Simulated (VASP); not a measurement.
SrSiGe, 3 atoms in the cell. The structure is hexagonal, space group P-6m2 (No. 187). Conventional cell: a = 4.519 Å, b = 4.519 Å, c = 4.317 Å, α = 90.00°, β = 90.00°, γ = 120.00°. Sr (site symmetry -6m2) has 6 Si at 3.39 Å and 6 Ge at 3.39 Å and 2 Sr at 4.32 Å within 4.5 Å. Si (site symmetry -6m2) has 3 Ge at 2.61 Å and 6 Sr at 3.39 Å within 3.4 Å. Within 3.4 Å of Ge (site symmetry -6m2) lie 3 Si at 2.61 Å and 6 Sr at 3.39 Å.  This cell differs from its parent crystal: strained.

```yaml
Program: VASP 6.6.1
Task: single point
Functional: PBEsol
Potentials_or_basis: VASP PAW PBE potentials, release 64 (Sr_sv, Si, Ge_d)
Cutoff: 520 eV
k_mesh: 12 × 12 × 10
Occupations: gaussian, width 0.1 eV
Spin: no spin polarisation
Dipole_correction: no
Further_INCAR_settings: ALGO = Normal; EDIFF = 1e-06; NBANDS = 21
```

Potentials or basis: VASP PAW PBE potentials, release 64 (Sr_sv, Si, Ge_d).

Command:

```bash
$ cat potpaw_PBE.64/Sr_sv/POTCAR potpaw_PBE.64/Si/POTCAR potpaw_PBE.64/Ge_d/POTCAR > POTCAR
$ mpirun -np 1 vasp_std > vasp.out
```

Hardware: 1 thread of Intel(R) Xeon(R) Platinum 8488C (Sapphire Rapids) (shared host).

Estimate the wall time of this run.

Run time: 110 s on 1 thread of Intel(R) Xeon(R) Platinum 8488C (Sapphire Rapids), on a shared host, peak memory 0.34 GiB. Counts: scf iterations 11, k points 114.
